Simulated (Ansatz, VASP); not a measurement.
## TiO in VASP and in Ansatz

File INCAR:

```
SYSTEM = TiO
PREC = Accurate
ENCUT = 520
EDIFF = 1E-7
ISMEAR = 0
SIGMA = 0.15
LREAL = .FALSE.
LASPH = .TRUE.
NELM = 80
ALGO = Normal
ISIF = 2
LWAVE = .FALSE.
LCHARG = .FALSE.
GGA = PS
NBANDS = 36
```

File KPOINTS:

```
Automatic mesh
0
G
  14 14 14
  0 0 0
```

File POSCAR:

```
TiO
1.0
    3.6957437468      0.0000000000      0.0000000000
    0.0000000000      3.6957437468      0.0000000000
    0.0000000000      0.0000000000      4.8044668709
Ti O
3 3
Direct
    0.5000000000      0.5000000000      0.0000000000
    0.0000000000      0.5000000000      0.5000000000
    0.5000000000      0.0000000000      0.5000000000
    0.0000000000      0.5000000000      0.0000000000
    0.5000000000      0.0000000000      0.0000000000
    0.0000000000      0.0000000000      0.5000000000
```

Input for Ansatz:

```yaml
crystal:
  lattice:
    - [3.6957437468, 0.0, 0.0]
    - [0.0, 3.6957437468, 0.0]
    - [0.0, 0.0, 4.8044668709]
  atoms:
    - { symbol: Ti, position: [0.5, 0.5, 0.0] }
    - { symbol: Ti, position: [0.0, 0.5, 0.5] }
    - { symbol: Ti, position: [0.5, 0.0, 0.5] }
    - { symbol: O, position: [0.0, 0.5, 0.0] }
    - { symbol: O, position: [0.5, 0.0, 0.0] }
    - { symbol: O, position: [0.0, 0.0, 0.5] }
basis:
  ecutwfc: 420
kpoints:
  mp_grid: { grid: [14, 14, 14] }
hamiltonian:
  xc: pbesol
scf:
  occupations: { method: gaussian, width: 0.15 }
output:
  forces: true
  stress: true
  eigenvalues: true
```

Alike in both runs: task single point; functional PBEsol; k mesh 14 × 14 × 14; occupations gaussian, width 0.15 eV; no spin polarisation.

|  | VASP | Ansatz |
| --- | --- | --- |
| version | VASP 6.6.1 | Ansatz 0.2.0 |
| potentials or method | VASP PAW PBE potentials, release 64 (Ti_sv, O), cutoff 520 eV | scalar-relativistic, plane waves, PAW |
| valence electrons in the cell | 54 | 54 |

```csv
,VASP,Ansatz,Ansatz less VASP
gap on the k mesh at the Fermi level (eV),none,none,-
pressure (GPa),25.6,25.1,-0.48
"traceless stress, the component that is largest in VASP (GPa)",-50.35,-49.70,+0.646
```

VASP's potentials were made for PBE, not for PBEsol. A gap of «none» marks a metal or a gap that the smearing closes. With one functional, cell and mesh, what is left measures potentials, basis and numerics.
